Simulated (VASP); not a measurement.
Write the native input for VASP 6.6.1 that does the following.

- Task: single point
- Functional: PBE
- Potentials or basis: VASP PAW PBE potentials, release 64 (K_sv, Os)
- Cutoff: 520 eV
- k mesh: 3 × 3 × 4
- Occupations: gaussian, width 0.1 eV
- Spin: no spin polarisation
- Dipole correction: no
- Further INCAR settings: ALGO = Fast; EDIFF = 1e-07; NBANDS = 45

The structure of K3Os lies in POSCAR:

```
K3Os
1.0
    7.1117404405      0.0000000000      0.0000000000
   -3.5558702202      6.1589478866      0.0000000000
    0.0000000000      0.0000000000      5.7082689904
K Os
6 2
Direct
    0.8330000000      0.6660000000      0.2500000000
    0.1670000000      0.8330000000      0.7500000000
    0.3340000000      0.1670000000      0.2500000000
    0.1670000000      0.3340000000      0.7500000000
    0.8330000000      0.1670000000      0.2500000000
    0.6660000000      0.8330000000      0.7500000000
    0.3333333333      0.6666666667      0.2500000000
    0.6666666667      0.3333333333      0.7500000000
```

One way to write it, as run:

INCAR

```
SYSTEM = K3Os
PREC = Accurate ; ENCUT = 520
EDIFF = 1E-7 ; ISMEAR = 0
SIGMA = 0.1 ; LREAL = .FALSE.
LASPH = .TRUE. ; NELM = 60
ALGO = Fast ; ISIF = 2
LWAVE = .FALSE. ; LCHARG = .TRUE.
GGA = PE ; LELF = .TRUE.
LVHAR = .TRUE. ; NBANDS = 45
```

KPOINTS

```
Automatic mesh
0
G
  3 3 4
  0 0 0
```

Potentials or basis: VASP PAW PBE potentials, release 64 (K_sv, Os).

Launch:

```sh
$ cat potpaw_PBE.64/K_sv/POTCAR potpaw_PBE.64/Os/POTCAR > POTCAR
$ mpirun -np 1 vasp_std > vasp.out
```

Results of the run:

```json
{"Pressure": "1.9 GPa", "Largest force": "0.783 eV/Å", "Band gap on the k mesh": "zero (bands 35 and 36 overlap by 0.16 eV)"}
```

Caveat: spin-orbit coupling is left out, which moves the levels of the heavy elements.

Run time: 6 min on 1 thread of Oxide Virtual Turin-like Processor (shared host), peak memory 0.34 GiB.
